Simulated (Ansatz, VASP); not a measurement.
**Two plane-wave programs on Pb**

Contents of INCAR:

```
SYSTEM = Pb
PREC = Accurate
ENCUT = 520
EDIFF = 1E-6
ISMEAR = 0
SIGMA = 0.15
LREAL = .False.
LASPH = .True.
NELM = 80
ALGO = Normal
ISIF = 2
LWAVE = .False.
LCHARG = .True.
LELF = .True.
LVHAR = .True.
NBANDS = 13
```

Contents of KPOINTS:

```
regular mesh
0
Gamma
  18 18 18
  0 0 0
```

POSCAR

```
Pb
1.0
    0.0000000000      2.4698000000      2.4698000000
    2.4698000000      0.0000000000      2.4698000000
    2.4698000000      2.4698000000      0.0000000000
Pb
1
Direct
    0.0000000000      0.0000000000      0.0000000000
```

Input for Ansatz:

```yaml
crystal:
  lattice:
    - [0.0, 2.4698, 2.4698]
    - [2.4698, 0.0, 2.4698]
    - [2.4698, 2.4698, 0.0]
  atoms:
    - { symbol: Pb, position: [0.0, 0.0, 0.0] }
basis:
  ecutwfc: 420
kpoints:
  mp_grid: { grid: [18, 18, 18] }
hamiltonian:
  xc: lda
scf:
  occupations: { method: gaussian, width: 0.15 }
output:
  forces: true
  stress: true
  eigenvalues: true
```

Alike in both runs: task single point; functional LDA; k mesh 18 × 18 × 18; occupations gaussian, width 0.15 eV; no spin polarisation.

|  | VASP | Ansatz |
| --- | --- | --- |
| version | VASP 6.6.1 | Ansatz 0.2.0 |
| potentials or method | VASP PAW LDA potentials, release 64 (Pb_d), cutoff 520 eV | scalar-relativistic, plane waves, PAW |
| valence electrons in the cell | 14 | 14 |

```tsv
	VASP	Ansatz	Ansatz less VASP
gap on the k mesh at the Fermi level (eV)	none	none	-
pressure (GPa)	-1.7	-1.7	-0.05
```

LDA's correlation is that of Perdew and Zunger in VASP and of Perdew and Wang (1992) in Ansatz. A gap of «none» marks a metal or a gap that the smearing closes.

Neither program's run includes spin-orbit coupling.
